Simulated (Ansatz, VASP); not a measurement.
# PbF2 in VASP and in Ansatz

POSCAR

```
PbF2
1.0
    0.0388301033      2.9791953547      3.0026588656
    2.9654953839      0.0512354040      2.9902535649
    2.9720728104      2.9733674805      0.0446579776
Pb F
1 2
Direct
   -0.0326179294      0.0319599720     -0.0354007910
    0.2638844282      0.3169362763      0.1886028916
    0.7687335012      0.6511037518      0.8467978994
```

File INCAR.step1:

```
PREC     = Accurate       # precision mode
ENCUT    = 520            # plane-wave cutoff, eV
ISMEAR   = 0              # smearing method
SIGMA    = 0.05           # smearing width, eV
LREAL    = F              # projectors in reciprocal space
LASPH    = T              # aspherical terms in the spheres
NELM     = 80             # most SCF steps
NBANDS   = 21             # bands
GGA      = PE             # functional
ALGO     = Normal         # electronic algorithm
EDIFF    = 1E-4           # SCF threshold, eV
LWAVE    = T              # write WAVECAR
LCHARG   = F              # write CHGCAR
```

INCAR.step2

```
PREC     = Accurate       # precision mode
ENCUT    = 520            # plane-wave cutoff, eV
EDIFF    = 1E-6           # SCF threshold, eV
ISMEAR   = 0              # smearing method
SIGMA    = 0.05           # smearing width, eV
LREAL    = F              # projectors in reciprocal space
LASPH    = T              # aspherical terms in the spheres
NELM     = 80             # most SCF steps
ALGO     = Normal         # electronic algorithm
ISIF     = 2              # what is computed and relaxed
LWAVE    = F              # write WAVECAR
LCHARG   = F              # write CHGCAR
METAGGA  = R2SCAN         # meta-GGA
LMIXTAU  = T            
NBANDS   = 21             # bands
ISTART   = 1
```

The input KPOINTS:

```
Automatic mesh
0
Gamma
  8 8 8
```

Input for Ansatz:

```yaml
crystal:
  lattice:
    - [0.0388301033, 2.9791953547, 3.0026588656]
    - [2.9654953839, 0.051235404, 2.9902535649]
    - [2.9720728104, 2.9733674805, 0.0446579776]
  atoms:
    - { symbol: Pb, position: [-0.0326179294, 0.031959972, -0.035400791] }
    - { symbol: F, position: [0.2638844282, 0.3169362763, 0.1886028916] }
    - { symbol: F, position: [0.7687335012, 0.6511037518, 0.8467978994] }
basis:
  ecutwfc: 500
  ecutrho_ratio: 4
kpoints:
  mp_grid: { grid: [8, 8, 8] }
hamiltonian:
  xc: r2scan
scf:
  occupations: { method: gaussian, width: 0.05 }
output:
  forces: true
  stress: true
  eigenvalues: true
```

Change from the starting cell: all atoms moved at random (sigma 0.15 Å), cell strained at random (1 %).

Alike in both runs: task single point; functional r2SCAN; k mesh 8 × 8 × 8; occupations gaussian, width 0.05 eV; no spin polarisation.

|  | VASP | Ansatz |
| --- | --- | --- |
| version | VASP 6.6.1 | Ansatz 0.2.0 |
| potentials or method | VASP PAW PBE potentials, release 64 (Pb_d, F), cutoff 520 eV | scalar-relativistic, plane waves, PAW |
| valence electrons in the cell | 28 | 28 |

|  | VASP | Ansatz | Ansatz less VASP |
| --- | --- | --- | --- |
| gap on the k mesh at the Fermi level (eV) | 3.45 | 3.46 | +0.008 |
| least direct gap on the mesh (eV) | 3.79 | 3.79 | +0.004 |
| pressure (GPa) | 7.5 | 7.4 | -0.13 |
| traceless stress, the component that is largest in VASP (GPa) | 7.64 | 7.36 | -0.283 |
| rms of the force components (eV/Å) | 1.102 | 1.062 | -0.0402 |

VASP's potentials were made for PBE, not for r2SCAN. Atom by atom the forces differ by 0.050 eV/Å (rms over components).

Neither program's run includes spin-orbit coupling.
